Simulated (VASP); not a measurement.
# Ni (Fm-3m) in VASP: notebook

Ni is run at these levels: PBE; tasks: single point.

Everything below comes from runs of VASP 6.6.1. Logs are shortened: lines on timing, memory, paths and dates and some standing lists are left out, and cuts for length are marked.

## (1) The cell of the first run

The structure is cubic, space group Fm-3m (No. 225). Conventional cell: a = 3.519 Å, b = 3.519 Å, c = 3.519 Å, α = 90.00°, β = 90.00°, γ = 90.00°. Within 3.3 Å of Ni (site symmetry m-3m) lie 12 Ni at 2.49 Å.

## (2) Single point, PBE, collinear spin, ferromagnetic start

INCAR

```
SYSTEM = Ni
ALGO     = Normal         ! electronic algorithm
EDIFF    = 1E-6           ! SCF threshold, eV
ENCUT    = 520            ! plane-wave cutoff, eV
GGA      = PE             ! functional
ISIF     = 2              ! what is computed and relaxed
ISMEAR   = 1              ! smearing method
ISPIN    = 2              ! spin polarisation
LASPH    = .TRUE.         ! aspherical terms in the spheres
LCHARG   = .FALSE.        ! write CHGCAR
LMAXMIX  = 4              ! l up to which the mixer works
LORBIT   = 11             ! projections on sites
LREAL    = .FALSE.        ! projectors in reciprocal space
LWAVE    = .FALSE.        ! write WAVECAR
MAGMOM   = 0.672          ! initial moments
NBANDS   = 15             ! bands
NELM     = 150            ! most SCF steps
PREC     = Accurate       ! precision mode
SIGMA    = 0.2            ! smearing width, eV
```

KPOINTS

```
k-points
0
G
  15 15 15
  0 0 0
```

POSCAR

```
Ni
1.0
    0.0000000000      1.7596893266      1.7596893266
    1.7596893266      0.0000000000      1.7596893266
    1.7596893266      1.7596893266      0.0000000000
Ni
1
Direct
    0.0000000000      0.0000000000      0.0000000000
```

Potentials or basis: VASP PAW PBE potentials, release 64 (Ni).

Command:

```console
cat potpaw_PBE.64/Ni/POTCAR > POTCAR
mpirun -np 1 vasp_std > vasp.out
```

OUTCAR:

```text
SYSTEM = Ni
   EDIFF = 1E-6
   ENCUT = 520
   GGA = PE
   ISIF = 2
   ISMEAR = 1
   ISPIN = 2
   LASPH = .TRUE.
   LORBIT = 11
   LREAL = .FALSE.
   NELM = 150
   PREC = Accurate

 ion  position               nearest neighbor table
   1  0.000  0.000  0.000-

  LATTYP: Found a face centered cubic cell.
 ALAT       =     3.5193786532

  Lattice vectors:

 A1 = (   0.0000000000,   1.7596893266,   1.7596893266)
 A2 = (   1.7596893266,   0.0000000000,   1.7596893266)
 A3 = (   1.7596893266,   1.7596893266,   0.0000000000)

Analysis of symmetry for initial positions (statically):
=====================================================================
 Subroutine PRICEL returns:
 Original cell was already a primitive cell.

 Routine SETGRP: Setting up the symmetry group for a
 face centered cubic supercell.

 Subroutine GETGRP returns: Found 48 space group operations
 (whereof 48 operations were pure point group operations)
 out of a pool of 48 trial point group operations.

The static configuration has the point symmetry O_h .

Analysis of symmetry for dynamics (positions and initial velocities):
=====================================================================
 Subroutine PRICEL returns:
 Original cell was already a primitive cell.

 Routine SETGRP: Setting up the symmetry group for a
 face centered cubic supercell.

 Subroutine GETGRP returns: Found 48 space group operations
 (whereof 48 operations were pure point group operations)
 out of a pool of 48 trial point group operations.

The dynamic configuration has the point symmetry O_h .

Analysis of structural, dynamic, and magnetic symmetry:
=====================================================================
 Subroutine PRICEL returns:
 Original cell was already a primitive cell.

 Routine SETGRP: Setting up the symmetry group for a
 face centered cubic supercell.

 Subroutine GETGRP returns: Found 48 space group operations
 (whereof 48 operations were pure point group operations)
 out of a pool of 48 trial point group operations.

The overall configuration has the point symmetry O_h .

 Subroutine INISYM returns: Found 48 space group operations
 (whereof 48 operations are pure point group operations),
 and found     1 'primitive' translations

----------------------------------------------------------------------------------------

                                     Primitive cell

  volume of cell :      10.8978

  direct lattice vectors                    reciprocal lattice vectors
     0.000000000  1.759689327  1.759689327    -0.284141065  0.284141065  0.284141065
[... 116 lines left out ...]
 Methfessel and Paxton  Order N= 1 SIGMA  =   0.20
  energy-cutoff  :      520.00
  volume of cell :       10.90
 maximum number of plane-waves:       304
   NGX =  9   NGY =  9   NGZ =  9

 number of electron      10.0000009 magnetization       0.6483778

 Free energy of the ion-electron system (eV)
  ---------------------------------------------------
  ext. energy  EPLUGINS =         0.00000000
  ---------------------------------------------------
  free energy    TOTEN  =        -5.47215129 eV

  energy without entropy =       -5.47077111  energy(sigma->0) =       -5.47169123

 E-fermi :   9.3525     XC(G=0): -13.2463

 val. band max:        9.3476314488   @ k =   0.4000   0.4000   0.0000
 cond. band min:       9.3538687726   @ k =  -0.4667   0.3333   0.1333
 fundamental gap:      0.0062373237
 Fermi energy:         9.3525335774

 spin component 1

 k-point     1 :       0.0000    0.0000    0.0000
  band No.  band energies     occupation
      1       0.3541      1.00000
      2       6.9043      1.00000
      3       6.9043      1.00000
      4       6.9043      1.00000
      5       8.0839      1.00000
      6       8.0839      1.00000
      7      33.0643      0.00000
      8      36.9108      0.00000
      9      36.9108      0.00000
     10      36.9108      0.00000
     11      39.8392      0.00000
     12      39.8392      0.00000
     13      39.8392      0.00000
     14      42.8151      0.00000
[... 403 lines left out ...]
      4       7.2841      1.00000
      5       7.7393      1.00000
      6       8.2566      1.00000
      7      29.0194      0.00000
      8      31.5863      0.00000
      9      32.0455      0.00000
     10      34.3284      0.00000
     11      38.7064      0.00000
     12      43.2248      0.00000
     13      44.9481      0.00000
     14      45.5507      0.00000
     15      50.3476      0.00000

 [... further k-points ...]

 spin component 2

 k-point     1 :       0.0000    0.0000    0.0000
  band No.  band energies     occupation
      1       0.3196      1.00000
      2       7.6856      1.00000
      3       7.6856      1.00000
      4       7.6856      1.00000
      5       8.6874      1.00001
      6       8.6874      1.00001
      7      32.8987      0.00000
      8      36.8922      0.00000
      9      36.8922      0.00000
     10      36.8922      0.00000
     11      39.9456      0.00000
     12      39.9456      0.00000
     13      39.9456      0.00000
     14      42.6897      0.00000
[... 403 lines left out ...]
      4       8.0713      1.00000
      5       8.3523      1.00000
      6       8.8754      1.00190
      7      29.0915      0.00000
      8      31.6718      0.00000
      9      32.0125      0.00000
     10      34.3008      0.00000
     11      38.9197      0.00000
     12      43.2082      0.00000
     13      44.8857      0.00000
     14      45.5047      0.00000
     15      50.3928      0.00000

 [... further k-points ...]
[... 5 lines left out ...]
  --------------------------------------------------------------------------------------
  -------------------------------------------------------------------------------------
  Total       -0.0114777     -0.0114777     -0.0114777      0.0000000      0.0000000      0.0000000
  in kB       -1.6874311     -1.6874311     -1.6874311      0.0000000      0.0000000      0.0000000
  external PRESSURE =      -1.6874311 kB  Pullay stress =       0.0000000 kB

 VOLUME and BASIS-vectors are now :
 -----------------------------------------------------------------------------
  energy-cutoff  :      520.00
  volume of cell :       10.90
      direct lattice vectors                 reciprocal lattice vectors
     0.000000000  1.759689327  1.759689327    -0.284141065  0.284141065  0.284141065
     1.759689327  0.000000000  1.759689327     0.284141065 -0.284141065  0.284141065
     1.759689327  1.759689327  0.000000000     0.284141065  0.284141065 -0.284141065

 POSITION                                       TOTAL-FORCE (eV/Angst)
 -----------------------------------------------------------------------------------
      0.00000      0.00000      0.00000         0.000000     -0.000000      0.000000
 -----------------------------------------------------------------------------------
    total drift:                                0.000000      0.000000      0.000000

  FREE ENERGIE OF THE ION-ELECTRON SYSTEM (eV)
  ---------------------------------------------------
  free  energy   TOTEN  =        -5.4721512925 eV

  energy  without entropy=       -5.4707711099  energy(sigma->0) =       -5.47169123

 total charge

# of ion       s       p       d       tot
------------------------------------------
    1        0.498   0.497   8.312   9.307

 magnetization (x)

# of ion       s       p       d       tot
------------------------------------------
    1       -0.006  -0.025   0.692   0.661
```

Wall time 66 s (1 thread of Intel Xeon 8259CL, shared host); peak memory 0.15 GiB.

What came out:

| Item | Value |
| --- | --- |
| Free energy | -5.4722 eV |
| Pressure | -0.2 GPa |
| Net moment | 0.65 μB per cell |
| Site moments | Ni +0.66 μB |
| Valence electrons inside the program's atomic spheres | Ni 9.31 |

Levels at points of the mesh, in eV from the Fermi level:
Spin up:
```tsv
k point	band 1	band 2	band 3	band 4	band 5	band 6	band 7	band 8	band 9	band 10
(0.00, 0.00, 0.00)	-9.00	-2.45	-2.45	-2.45	-1.27	-1.27	23.71	27.56	27.56	27.56
```
Spin down:
| k point | band 3 | band 4 | band 5 | band 6 | band 7 | band 8 |
| --- | --- | --- | --- | --- | --- | --- |
| (0.00, 0.00, 0.00) | -1.67 | -1.67 | -0.67 | -0.67 | 23.55 | 27.54 |

## (3) Single point, PBE, collinear spin, ferromagnetic start

INCAR

```
SYSTEM = Ni
  ALGO = Normal
  EDIFF = 1E-6
  ENCUT = 520
  GGA = PE
  ISIF = 2
  ISMEAR = 1
  ISPIN = 2
  LASPH = .TRUE.
  LCHARG = .FALSE.
  LMAXMIX = 4
  LORBIT = 11
  LREAL = .FALSE.
  LWAVE = .FALSE.
  MAGMOM = 0.672
  NBANDS = 15
  NELM = 150
  PREC = Accurate
  SIGMA = 0.3
```

KPOINTS is that of step 2.

POSCAR is that of step 2.

Potentials or basis: VASP PAW PBE potentials, release 64 (Ni).

Command:

```console
cat potpaw_PBE.64/Ni/POTCAR > POTCAR
mpirun -np 1 vasp_std > vasp.out
```

Run time: 71 s. Hardware: 1 thread of Intel Xeon 8259CL, shared host; peak memory 0.15 GiB.

The run converged. Its results:

- Free energy: -5.4731 eV
- Pressure: -0.2 GPa
- Net moment: 0.65 μB per cell
- Site moments: Ni +0.66 μB
- Valence electrons inside the program's atomic spheres: Ni 9.31

Levels at points of the mesh, in eV from the Fermi level:
Spin up:
| k point | band 1 | band 2 | band 3 | band 4 | band 5 | band 6 | band 7 | band 8 | band 9 | band 10 |
| --- | --- | --- | --- | --- | --- | --- | --- | --- | --- | --- |
| (0.00, 0.00, 0.00) | -8.99 | -2.44 | -2.44 | -2.44 | -1.26 | -1.26 | 23.72 | 27.57 | 27.57 | 27.57 |
Spin down:
| k point | band 1 | band 2 | band 3 | band 4 | band 5 | band 6 | band 7 | band 8 | band 9 | band 10 |
| --- | --- | --- | --- | --- | --- | --- | --- | --- | --- | --- |
| (0.00, 0.00, 0.00) | -9.02 | -1.66 | -1.66 | -1.66 | -0.65 | -0.65 | 23.55 | 27.55 | 27.55 | 27.55 |

Caveat: so wide a smearing shifts energies and pressures.
